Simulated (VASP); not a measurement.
C12N: single point with PBE

The system is C12N, a wire with vacuum.

```
CELL_PARAMETERS angstrom
4.93269 0.00000 0.00000
-1.23317 8.78588 0.00000
0.00000 0.00000 20.29071
ATOMIC_POSITIONS crystal
C 0.01970 0.07880 0.19713
C 0.51970 0.07880 0.19713
C 0.27463 0.09850 0.23117
C 0.77463 0.09850 0.23117
C 0.28448 0.13790 0.29924
C 0.78448 0.13790 0.29924
C 0.03930 0.15720 0.33240
C 0.53930 0.15720 0.33240
C 0.04968 0.19872 0.40354
C 0.54968 0.19872 0.40354
C 0.30407 0.21631 0.43324
C 0.80407 0.21631 0.43324
N 0.42907 0.96631 0.32837
```

| Property | Result |
| --- | --- |
| Program | VASP 6.6.1 |
| Task | single point |
| Functional | PBE |
| Potentials or basis | VASP PAW PBE potentials, release 64 (C, N) |
| Cutoff | 520 eV |
| k mesh | 6 × 3 × 1 |
| Occupations | gaussian, width 0.1 eV |
| Spin | no spin polarisation |

| Property | Result |
| --- | --- |
| Largest force | 4.455 eV/Å |
| Band gap on the k mesh | zero (an odd number of electrons rules out a gap without spin polarisation) |

Forces on the atoms (eV/Å):
```
C   -0.127  0.490  2.150
C   -0.204  0.530  1.681
C   -0.045 -0.753 -4.391
C    0.528 -0.586 -3.626
C   -0.583 -1.457  1.069
C    2.305  0.678  0.946
C   -1.394  0.139  0.044
C    0.327 -2.909  1.010
C   -0.090  0.257  0.535
C    0.055  0.851  2.120
C    0.269 -0.140 -0.670
C   -0.281 -0.094 -0.860
N   -0.760  2.995 -0.009
```

Levels at points of the mesh, in eV from the Fermi level:
| k point | band 22 | band 23 | band 24 | band 25 | band 26 | band 27 | band 28 | band 29 | band 30 | band 31 |
| --- | --- | --- | --- | --- | --- | --- | --- | --- | --- | --- |
| (0.00, 0.00, 0.00) | -2.41 | -0.72 | -0.45 | -0.31 | -0.22 | 0.41 | 0.61 | 0.73 | 0.98 | 1.27 |
| (0.50, 0.00, 0.00) | -2.44 | -1.90 | -0.51 | -0.13 | -0.02 | 0.05 | 0.06 | 0.22 | 1.94 | 3.51 |

It took 14 min on 1 thread of Intel(R) Xeon(R) Platinum 8259CL CPU @ 2.50GHz (Skylake/Cascade Lake) (shared host), peak memory 0.96 GiB.

Caveat: an odd number of electrons without spin polarisation forces a metal; a magnetic or distorted state may lie lower.
